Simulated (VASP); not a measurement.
Write the native input for VASP 6.6.1 that does the following.

| Quantity | Value |
| --- | --- |
| Task | single point |
| Functional | PBE |
| Potentials or basis | VASP PAW PBE potentials, release 64 (In_d, As) |
| Cutoff | 500 eV |
| k mesh | 6 × 6 × 6 |
| Occupations | gaussian, width 0.1 eV |
| Spin | no spin polarisation |
| Dipole correction | no |
| Further INCAR settings | ALGO = Normal; EDIFF = 1e-06; NBANDS = 16 |

The structure of InAs lies in POSCAR:

```
InAs
1.0
    0.0000000000      3.0916113275      3.0916113275
    3.0916113275      0.0000000000      3.0916113275
    3.0916113275      3.0916113275      0.0000000000
In As
1 1
Direct
    0.0000000000      0.0000000000      0.0000000000
    0.2500000000      0.2500000000      0.2500000000
```

The input as run:

INCAR

```
PREC     = Accurate       # precision mode
ENCUT    = 500            # plane-wave cutoff, eV
EDIFF    = 1E-6           # SCF threshold, eV
ISMEAR   = 0              # smearing method
SIGMA    = 0.1            # smearing width, eV
LREAL    = F              # projectors in reciprocal space
LASPH    = T              # aspherical terms in the spheres
NELM     = 120            # most SCF steps
ALGO     = Normal         # electronic algorithm
ISIF     = 2              # what is computed and relaxed
LWAVE    = F              # write WAVECAR
LCHARG   = F              # write CHGCAR
GGA      = PE             # functional
NBANDS   = 16             # bands
GGA_COMPAT= F
```

KPOINTS

```
regular mesh
0
Gamma
  6 6 6
```

Potentials or basis: VASP PAW PBE potentials, release 64 (In_d, As).

Command:

```console
$ cat potpaw_PBE.64/In_d/POTCAR potpaw_PBE.64/As/POTCAR > POTCAR
$ mpirun -np 1 vasp_std > vasp.out
```

It gave:

```yaml
Pressure: 0.2 GPa
Band_gap_on_the_k_mesh: zero (filled and empty bands touch)
```

Caveat: spin-orbit coupling is left out, which moves the levels of the heavy elements.

Wall time 11 s on 1 thread of Intel Xeon 6975P-C, with other jobs on the host, peak memory 0.18 GiB.
